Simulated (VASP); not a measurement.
## BaMoC2: single point with PBE

The system is BaMoC2.

```xyz
4
Lattice="4.1102 0.0000 0.0000 0.0000 4.1102 0.0000 0.0000 0.0000 5.7053" Properties=species:S:1:pos:R:3 pbc="T T T"
Ba    2.0551    2.0551    0.0000
Mo    2.0551    2.0551    2.8526
C     0.0000    2.0551    2.8526
C     2.0551    0.0000    2.8526
```

```yaml
Program: VASP 6.6.1
Task: single point
Functional: PBE
Potentials_or_basis: VASP PAW PBE potentials, release 64 (Ba_sv, Mo_sv, C)
Cutoff: 520 eV
k_mesh: 6 × 6 × 4
Occupations: gaussian, width 0.1 eV
Spin: no spin polarisation
Dipole_correction: no
Further_INCAR_settings: ALGO = Normal; EDIFF = 1e-06; NBANDS = 24
```

- Pressure: 0.7 GPa
- Band gap on the k mesh: zero (band 16 reaches 4.22 eV, above the bottom of band 17 at 2.98 eV)

Stress tensor (GPa, compression positive):
```
0.08 0.00 0.00
0.00 0.08 0.00
0.00 0.00 1.81
```

Levels at points of the mesh, in eV from the Fermi level:
| k point | band 13 | band 14 | band 15 | band 16 | band 17 | band 18 | band 19 | band 20 |
| --- | --- | --- | --- | --- | --- | --- | --- | --- |
| (0.00, 0.00, 0.00) | -1.08 | -1.08 | -0.83 | -0.83 | -0.53 | 0.10 | 0.15 | 0.81 |
| (0.50, 0.00, 0.00) | -2.40 | -1.50 | -0.74 | -0.72 | -0.29 | 0.10 | 0.79 | 3.11 |
| (0.50, 0.50, 0.00) | -4.24 | -3.46 | -3.46 | -1.37 | 0.44 | 2.64 | 4.03 | 4.03 |
| (0.00, 0.00, 0.50) | -1.27 | -0.77 | -0.09 | -0.09 | 0.12 | 0.51 | 1.21 | 1.57 |
| (0.50, 0.00, 0.50) | -2.37 | -1.68 | -0.29 | -0.14 | -0.01 | 1.47 | 1.50 | 2.20 |
| (0.50, 0.50, 0.50) | -4.22 | -2.77 | -2.77 | -0.01 | 1.86 | 2.41 | 2.41 | 2.64 |

Run time: 24 s on 1 thread of Intel(R) Xeon(R) 6975P-C (Granite Rapids) (shared host), peak memory 0.24 GiB.

Caveat: spin-orbit coupling is left out, which moves the levels of the heavy elements.
